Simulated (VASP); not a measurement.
Set up this calculation in VASP 6.6.1, as the native input.

| Property | Result |
| --- | --- |
| Task | single point |
| Functional | PBEsol |
| Potentials or basis | VASP PAW PBE potentials, release 64 (Sr_sv, Hf_pv, Zr_sv, O) |
| Cutoff | 520 eV |
| k mesh | 1 × 1 × 1, shifted |
| Occupations | fermi-dirac, width 0.05 eV |
| Spin | no spin polarisation |
| Dipole correction | no |
| Further INCAR settings | LREAL = Auto; ALGO = Normal; EDIFF = 1e-06; NBANDS = 184; ISYM = 0 |

The structure of Sr4HfZr3O12 lies in POSCAR:

```
Sr4HfZr3O12
1.0
    8.1661573211      0.0000000000      0.0000000000
    0.0000000000      8.1661573211      0.0000000000
    0.0000000000      0.0000000000      8.1661573211
Sr Hf Zr O
8 2 6 24
Direct
    0.0188820000      0.0008540000      0.0112190000
    0.0132130000      0.0007610000      0.5179180000
    0.9819100000      0.5000430000      0.9872680000
    0.9892940000      0.4999610000      0.4809400000
    0.5111780000      0.0008300000      0.0181040000
    0.5185520000      0.0007600000      0.5117610000
    0.4872690000      0.5000040000      0.9811440000
    0.4816130000      0.4999070000      0.4878250000
    0.2502320000      0.2503920000      0.2495300000
    0.2502350000      0.2503940000      0.7495290000
    0.2502420000      0.7503910000      0.2495250000
    0.2502430000      0.7503900000      0.7495220000
    0.7502380000      0.2503920000      0.2495250000
    0.7502400000      0.2503890000      0.7495220000
    0.7502390000      0.7503990000      0.2495260000
    0.7502280000      0.7503910000      0.7495260000
    0.2853780000      0.2121330000      0.9996590000
    0.2150900000      0.2886360000      0.4993870000
    0.2863590000      0.7896960000      0.9996800000
    0.2141180000      0.7110850000      0.4993620000
    0.7149210000      0.2925660000      0.9993860000
    0.7855520000      0.2081990000      0.4996500000
    0.7147000000      0.7080470000      0.9993610000
    0.7857760000      0.7927310000      0.4996830000
    0.0009900000      0.2906210000      0.2142910000
    0.0012520000      0.2101900000      0.7847440000
    0.0001430000      0.7096450000      0.2138180000
    0.0004570000      0.7913220000      0.7854830000
    0.4994920000      0.2101750000      0.2847480000
    0.4992130000      0.2905660000      0.7142940000
    0.5003370000      0.7911390000      0.2852260000
    0.5000080000      0.7094110000      0.7135680000
    0.2030970000      0.0013390000      0.2767280000
    0.2792420000      0.0013080000      0.7037380000
    0.2973930000      0.4994460000      0.2223260000
    0.2212120000      0.4994550000      0.7953040000
    0.7784240000      0.0005100000      0.1999790000
    0.7020300000      0.0004820000      0.7794880000
    0.7220490000      0.5002730000      0.2990440000
    0.7984250000      0.5002810000      0.7195330000
```

One way to write it, as run:

INCAR

```
SYSTEM = Sr4HfZr3O12
  PREC = Accurate
  ENCUT = 520
  EDIFF = 1E-6
  ISMEAR = -1
  SIGMA = 0.05
  LREAL = Auto
  LASPH = .True.
  NELM = 60
  ALGO = Normal
  ISIF = 2
  LWAVE = .False.
  LCHARG = .False.
  GGA = PS
  NBANDS = 184
  ISYM = 0
```

KPOINTS

```
Automatic mesh
0
Gamma
  1 1 1
  0.25 0.25 0.25
```

Potentials or basis: VASP PAW PBE potentials, release 64 (Sr_sv, Hf_pv, Zr_sv, O).

The run is started by

```console
$ cat potpaw_PBE.64/Sr_sv/POTCAR potpaw_PBE.64/Hf_pv/POTCAR potpaw_PBE.64/Zr_sv/POTCAR potpaw_PBE.64/O/POTCAR > POTCAR
$ mpirun -np 1 vasp_std > vasp.out
```

It gave:

The pressure is 0.1 GPa, the largest force is 0.172 eV/Å and the band gap on the k mesh is 4.37 eV.

Caveat: the PAW data sets were made with another functional, which shifts forces and pressure a little; spin-orbit coupling is left out, which moves the levels of the heavy elements; a shifted mesh leaves out Γ, where band edges can lie.

It took 15 min on 1 thread of Intel(R) Xeon(R) Platinum 8259CL CPU @ 2.50GHz (Skylake/Cascade Lake), with other jobs on the host, peak memory 0.74 GiB.
